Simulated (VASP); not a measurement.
Set up this calculation in VASP 6.6.1, as the native input.

| Quantity | Value |
| --- | --- |
| Task | single point |
| Functional | BLYP |
| Potentials or basis | VASP PAW PBE potentials, release 64 (Al) |
| Cutoff | 500 eV |
| k mesh | 5 × 5 × 5 |
| Occupations | fermi-dirac, width 0.1 eV |
| Spin | no spin polarisation |
| Dipole correction | no |
| Further INCAR settings | ALGO = Normal; EDIFF = 1e-06; NBANDS = 22 |

The structure of Al lies in POSCAR:

```
Al
1.0
    5.2458447323      0.0000000000      0.0000000000
    0.0000000000      5.2458447323      0.0000000000
    0.0000000000      0.0000000000      5.2458447323
Al
8
Direct
    1.0000000000      0.0000000000      0.0000000000
    0.5000000000      0.5000000000      0.5000000000
    0.2500000000      1.0000000000      0.5000000000
    0.7500000000      1.0000000000      0.5000000000
    0.5000000000      0.2500000000      0.0000000000
    0.5000000000      0.7500000000      1.0000000000
    0.0000000000      0.5000000000      0.2500000000
    0.0000000000      0.5000000000      0.7500000000
```

One way to write it, as run:

INCAR

```
AGGAC = 1.0 ; AGGAX = 1.0
ALDAC = 0.0 ; ALDAX = 1.0
ALGO = Normal ; EDIFF = 1E-6
ENCUT = 500 ; GGA = B5
GGA_COMPAT = False ; ISIF = 2
ISMEAR = -1 ; LASPH = True
LCHARG = False ; LREAL = False
LWAVE = False ; NBANDS = 22
NELM = 120 ; PREC = Accurate
SIGMA = 0.1
```

KPOINTS

```
k-points
0
Gamma
  5 5 5
```

Potentials or basis: VASP PAW PBE potentials, release 64 (Al).

Run with:

```console
$ cat potpaw_PBE.64/Al/POTCAR > POTCAR
$ mpirun -np 1 vasp_std > vasp.out
```

It gave:

* Pressure: 0.1 GPa
* Band gap on the k mesh: zero (band 12 reaches 9.51 eV, above the bottom of band 13 at 6.97 eV)

Caveat: the PAW data sets were made with another functional, which shifts forces and pressure a little.

Wall time 48 s on 1 thread of Intel(R) Xeon(R) Platinum 8259CL CPU @ 2.50GHz (Skylake/Cascade Lake) (shared host), peak memory 0.22 GiB.
